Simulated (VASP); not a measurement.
The system is Ga4PN3.

```
N P Ga
1.0
     3.14910    0.00000    0.00000
    -1.57455    2.72720    0.00000
     0.00000    0.00000   10.28498
N P Ga
3 1 4
Cartesian
  1.5746 0.9091 0.0000
  1.5746 0.9091 5.1425
  0.0000 1.8181 7.7137
  0.0000 1.8181 2.5712
  1.5746 0.9091 8.3565
  1.5746 0.9091 3.2141
  0.0000 1.8181 5.7853
  0.0000 1.8181 0.6428
```

| Property | Result |
| --- | --- |
| Program | VASP 6.6.1 |
| Task | relaxation of cell and atoms |
| Functional | PBE |
| Potentials or basis | VASP PAW PBE potentials, release 64 (N, P, Ga_d) |
| Cutoff | 600 eV |
| k mesh | 12 × 12 × 2 |
| Occupations | fermi-dirac, width 0.02 eV |
| Spin | no spin polarisation |

At the start: pressure 56.4 GPa; volume 11.04 Å³/atom.

Task: Where does the relaxation end?

Result: Over 23 steps the energy falls by 658.2 meV/atom and the volume is 13.78 Å³/atom (+24.8 %); space group P3m1 (No. 156, to 0.1 Å) before and after.

The path:
```tsv
step	energy change (eV)	largest force (eV/Å)	pressure (GPa)	volume (Å³)
1	0.0000	7.7701	56.43	88.33
2	-1.7575	1.8333	-18.93	147.96
3	-4.7421	1.9601	-2.96	114.79
4	-4.7530	1.9394	-1.73	113.65
5	-4.7544	1.9273	-1.05	113.02
6	-5.0259	0.8279	-2.02	112.75
7	-5.0762	1.3079	-2.42	112.58
8	-5.2343	0.4027	1.28	109.09
9	-5.2371	0.3696	1.99	108.57
10	-5.2630	0.1848	-0.35	110.54
11	-5.2634	0.1400	-0.08	110.32
12	-5.2652	0.0491	-0.16	110.36
13	-5.2653	0.0556	-0.16	110.36
14	-5.2656	0.0307	0.22	110.16
15	-5.2656	0.0342	0.07	110.17
16	-5.2656	0.0295	0.16	110.16
17	-5.2657	0.0099	-0.04	110.27
18	-5.2657	0.0065	0.04	110.25
19	-5.2657	0.0082	-0.02	110.26
20	-5.2657	0.0075	-0.01	110.26
21	-5.2658	0.0071	-0.01	110.26
22	-5.2658	0.0086	-0.01	110.26
23	-5.2658	0.0028	0.03	110.26
```

Final structure:
```yaml
crystal:
  lattice:
    - [3.37107, 0.00000, 0.00000]
    - [-1.68554, 2.91943, 0.00000]
    - [0.00000, 0.00000, 11.20300]
  atoms:
    - { symbol: N, position: [0.66667, 0.33333, 0.98014] }
    - { symbol: N, position: [0.66667, 0.33333, 0.52022] }
    - { symbol: N, position: [0.33333, 0.66667, 0.75006] }
    - { symbol: P, position: [0.33333, 0.66667, 0.24576] }
    - { symbol: Ga, position: [0.66667, 0.33333, 0.80308] }
    - { symbol: Ga, position: [0.66667, 0.33333, 0.34439] }
    - { symbol: Ga, position: [0.33333, 0.66667, 0.57339] }
    - { symbol: Ga, position: [0.33333, 0.66667, 0.03295] }
```

Caveat: the volume moved by over 15 % at a fixed basis, so the end points are rough.
